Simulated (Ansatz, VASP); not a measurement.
# Two plane-wave programs on GaP

INCAR

```
SYSTEM = GaP
  ALGO = Normal
  EDIFF = 1E-6
  ENCUT = 500
  GGA = PS
  GGA_COMPAT = .FALSE.
  ISIF = 2
  ISMEAR = 0
  LASPH = .TRUE.
  LCHARG = .FALSE.
  LREAL = .FALSE.
  LWAVE = .FALSE.
  NBANDS = 16
  NELM = 120
  PREC = Accurate
  SIGMA = 0.02
```

Contents of KPOINTS:

```
k-points
0
G
  8 8 8
  0 0 0
```

The input POSCAR:

```
GaP
1.0
    0.0000000000      2.6350708157      2.6350708157
    2.6350708157      0.0000000000      2.6350708157
    2.6350708157      2.6350708157      0.0000000000
Ga P
1 1
Direct
    0.0000000000      0.0000000000      0.0000000000
    0.2500000000      0.2500000000      0.2500000000
```

Input for Ansatz:

```yaml
crystal:
  lattice:
    - [0.0, 2.6350708157, 2.6350708157]
    - [2.6350708157, 0.0, 2.6350708157]
    - [2.6350708157, 2.6350708157, 0.0]
  atoms:
    - { symbol: Ga, position: [0.0, 0.0, 0.0] }
    - { symbol: P, position: [0.25, 0.25, 0.25] }
basis:
  ecutwfc: 420
kpoints:
  mp_grid: { grid: [8, 8, 8] }
hamiltonian:
  xc: pbesol
scf:
  occupations: { method: gaussian, width: 0.02 }
output:
  forces: true
  stress: true
  eigenvalues: true
```

Alike in both runs: task single point; functional PBEsol; k mesh 8 × 8 × 8; occupations gaussian, width 0.02 eV; no spin polarisation.

|  | VASP | Ansatz |
| --- | --- | --- |
| version | VASP 6.6.1 | Ansatz 0.2.0 |
| potentials or method | VASP PAW PBE potentials, release 64 (Ga_d, P), cutoff 500 eV | scalar-relativistic, plane waves, PAW |
| valence electrons in the cell | 18 | 18 |

```tsv
	VASP	Ansatz	Ansatz less VASP
gap on the k mesh at the Fermi level (eV)	1.29	1.29	-0.003
least direct gap on the mesh (eV)	2.60	2.58	-0.011
pressure (GPa)	9.7	9.9	+0.16
```

VASP's potentials were made for PBE, not for PBEsol.
